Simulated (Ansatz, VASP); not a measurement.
# CsI: VASP beside Ansatz

```
Cs I
1.0
     4.56670    0.00000    0.00000
     0.00000    4.56670    0.00000
     0.00000    0.00000    4.56670
Cs I
1 1
Direct
  0.00000 0.00000 0.00000
  0.50000 0.50000 0.50000
```

Alike in both runs: task single point; functional PBEsol; k mesh 4 × 4 × 4; no spin polarisation.

|  | VASP | Ansatz |
| --- | --- | --- |
| version | VASP 6.6.1 | Ansatz 0.2.0 |
| potentials or method | VASP PAW PBE potentials, release 64 (Cs_sv, I) | plane waves, PAW |
| plane-wave cutoff (eV) | 500 | 420 |
| occupations | gaussian, width 0.01 eV | fixed |
| valence electrons in the cell | 16 | 26 |

|  | VASP | Ansatz | Ansatz less VASP |
| --- | --- | --- | --- |
| pressure (GPa) | -0.4 | -0.4 | -0.03 |

VASP's potentials were made for PBE, not for PBEsol. VASP's potentials hold 16 valence electrons a cell and Ansatz's 26, so a difference there can come from the potentials and not from the codes.

Spin-orbit coupling is off throughout.
